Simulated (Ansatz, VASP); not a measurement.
One calculation of In, two programs

The input INCAR:

```
PREC     = Accurate       # precision mode
ENCUT    = 520            # plane-wave cutoff, eV
EDIFF    = 1E-6           # SCF threshold, eV
ISMEAR   = -1             # smearing method
SIGMA    = 0.05           # smearing width, eV
LREAL    = F              # projectors in reciprocal space
LASPH    = T              # aspherical terms in the spheres
NELM     = 60             # most SCF steps
ALGO     = Normal         # electronic algorithm
ISIF     = 2              # what is computed and relaxed
LWAVE    = F              # write WAVECAR
LCHARG   = T              # write CHGCAR
GGA      = PS             # functional
LELF     = T              # ELF
LVHAR    = T            
NBANDS   = 12             # bands
```

KPOINTS

```
regular mesh
0
Gamma
  14 14 14
```

File POSCAR:

```
In
1.0
    2.8533803621      0.0000000000      0.0000000000
    0.0000000000      2.8533803621      0.0000000000
    0.0000000000      0.0000000000      2.8533803621
In
1
Direct
    0.0000000000      0.0000000000      0.0000000000
```

Input for Ansatz:

```yaml
crystal:
  lattice:
    - [2.8533803621, 0.0, 0.0]
    - [0.0, 2.8533803621, 0.0]
    - [0.0, 0.0, 2.8533803621]
  atoms:
    - { symbol: In, position: [0.0, 0.0, 0.0] }
kpoints:
  mp_grid: { grid: [14, 14, 14] }
scf:
  occupations: { method: fermi_dirac, width: 0.05 }
hamiltonian:
  xc: pbesol
  pseudopotentials: { kind: paw }
output:
  forces: true
  stress: true
  eigenvalues: true
  populations: true
  write_density: true
  write_potential: true
  elf: true
  volumetric_format: npy
```

Change from the starting cell: volume scaled by 0.85, PAW files.

Alike in both runs: task single point; functional PBEsol; k mesh 14 × 14 × 14; occupations fermi-dirac, width 0.05 eV; no spin polarisation.

```csv
,VASP,Ansatz
version,VASP 6.6.1,Ansatz 0.2.0
potentials or method,"VASP PAW PBE potentials, release 64 (In_d)","PAW with Ansatz's default frozen-core files, scalar-relativistic"
plane-wave cutoff (eV),520,420
valence electrons in the cell,13,13
```

```tsv
	VASP	Ansatz	Ansatz less VASP
pressure (GPa)	10.0	9.9	-0.03
```

VASP's potentials were made for PBE, not for PBEsol. The functional is the same, so the differences come from potentials, cutoffs and numerics.
